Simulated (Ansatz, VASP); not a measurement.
SnTe: VASP beside Ansatz

INCAR

```
SYSTEM = SnTe
PREC     = Accurate       ! precision mode
ENCUT    = 520            ! plane-wave cutoff, eV
EDIFF    = 1E-7           ! SCF threshold, eV
ISMEAR   = -1             ! smearing method
SIGMA    = 0.05           ! smearing width, eV
LREAL    = .FALSE.        ! projectors in reciprocal space
LASPH    = .TRUE.         ! aspherical terms in the spheres
NELM     = 60             ! most SCF steps
ALGO     = Normal         ! electronic algorithm
ISIF     = 2              ! what is computed and relaxed
LWAVE    = .FALSE.        ! write WAVECAR
LCHARG   = .FALSE.        ! write CHGCAR
GGA      = CA             ! functional
NBANDS   = 17             ! bands
```

Contents of KPOINTS:

```
regular mesh
0
G
  7 7 7
  0 0 0
```

Contents of POSCAR:

```
SnTe
1.0
    0.0000000000      3.0865288906      3.0865288906
    3.0865288906      0.0000000000      3.0865288906
    3.0865288906      3.0865288906      0.0000000000
Te Sn
1 1
Direct
    0.5000000000      0.5000000000      0.5000000000
    0.0000000000      0.0000000000      0.0000000000
```

input.yaml

```yaml
crystal:
  lattice:
    - [0.0, 3.0865288906, 3.0865288906]
    - [3.0865288906, 0.0, 3.0865288906]
    - [3.0865288906, 3.0865288906, 0.0]
  atoms:
    - { symbol: Te, position: [0.5, 0.5, 0.5] }
    - { symbol: Sn, position: [0.0, 0.0, 0.0] }
kpoints:
  mp_grid: { grid: [7, 7, 7] }
scf:
  occupations: { method: fermi_dirac, width: 0.05 }
hamiltonian:
  xc: lda
  pseudopotentials: { kind: all_electron, lapw: { basis_error: 0.001 } }
output:
  forces: true
  stress: true
  eigenvalues: true
```

Change from the starting cell: volume scaled by 0.94.

Alike in both runs: task single point; functional LDA; k mesh 7 × 7 × 7; occupations fermi-dirac, width 0.05 eV; no spin polarisation.

|  | VASP | Ansatz |
| --- | --- | --- |
| version | VASP 6.6.1 | Ansatz 0.2.0 |
| potentials or method | VASP PAW LDA potentials, release 64 (Te, Sn_d), cutoff 520 eV | all-electron LAPW, scalar-relativistic |

```tsv
	VASP	Ansatz	Ansatz less VASP
pressure (GPa)	1.6	1.5	-0.07
```

LDA's correlation is that of Perdew and Zunger in VASP and of Perdew and Wang (1992) in Ansatz. Ansatz ran all-electron here, and VASP with PAW potentials.

Neither program's run includes spin-orbit coupling.
